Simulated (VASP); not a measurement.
Input of a VASP 6.6.1 run:

File INCAR:

```
ALGO     = Normal         # electronic algorithm
EDIFF    = 1E-6           # SCF threshold, eV
ENCUT    = 500            # plane-wave cutoff, eV
GGA      = PE             # functional
GGA_COMPAT= False        
ISIF     = 2              # what is computed and relaxed
ISMEAR   = 0              # smearing method
LASPH    = True           # aspherical terms in the spheres
LCHARG   = False          # write CHGCAR
LREAL    = False          # projectors in reciprocal space
LWAVE    = False          # write WAVECAR
NBANDS   = 26             # bands
NELM     = 120            # most SCF steps
PREC     = Accurate       # precision mode
SIGMA    = 0.02           # smearing width, eV
```

KPOINTS

```
k-points
0
Gamma
  12 12 2
```

Contents of POSCAR:

```
NaH
1.0
    3.4429740371      0.0000000000      0.0000000000
   -1.7214870185      2.9817029807      0.0000000000
    0.0000000000      0.0000000000     11.7148862873
Na H
4 4
Direct
    0.6666666667      0.3333333333      0.8780795698
    0.3333333333      0.6666666667      0.1219204302
    0.3333333333      0.6666666667      0.3780795698
    0.6666666667      0.3333333333      0.6219204302
    0.0000000000      0.0000000000      0.0000000000
    0.0000000000      0.0000000000      0.5000000000
    0.6666666667      0.3333333333      0.2500000000
    0.3333333333      0.6666666667      0.7500000000
```

Potentials or basis: VASP PAW PBE potentials, release 64 (Na_pv, H).

Launch:

```console
$ cat potpaw_PBE.64/Na_pv/POTCAR potpaw_PBE.64/H/POTCAR > POTCAR
$ mpirun -np 1 vasp_std > vasp.out
```

Question: Estimate the pressure.

Answer: -1.3 GPa.

Question: Estimate the band gap on the k mesh.

Answer: 3.43 eV, indirect (least direct gap 4.06 eV).

Stress tensor (GPa, compression positive):
```
-1.23  0.00  0.00
 0.00 -1.23  0.00
 0.00  0.00 -1.32
```

 A k mesh can miss the band edges.
